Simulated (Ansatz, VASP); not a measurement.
## MgO: VASP beside Ansatz

```
Mg O
1.0
     0.00000    2.12685    2.12685
     2.12685    0.00000    2.12685
     2.12685    2.12685    0.00000
Mg O
1 1
Direct
  0.00000 0.00000 0.00000
  0.50000 0.50000 0.50000
```

Alike in both runs: functional PBE; k mesh 11 × 11 × 11; no spin polarisation.

Ansatz relaxed the structure, and its values are those at the end. VASP's run is a single point on that final structure, the one shown.

```csv
,VASP,Ansatz
version,VASP 6.6.1,Ansatz 0.2.0
potentials or method,"VASP PAW PBE potentials, release 64 (Mg, O)","plane waves, PAW"
plane-wave cutoff (eV),520,420
occupations,"gaussian, width 0.01 eV",fixed
valence electrons in the cell,8,16
```

Ansatz gave:

* pressure (GPa): 0.0

Task: Which values does VASP return?

Result: Pressure (GPa): -0.7.

VASP's potentials hold 8 valence electrons a cell and Ansatz's 16, so a difference there can come from the potentials and not from the codes. Ansatz's warnings: stress scf threshold loose.
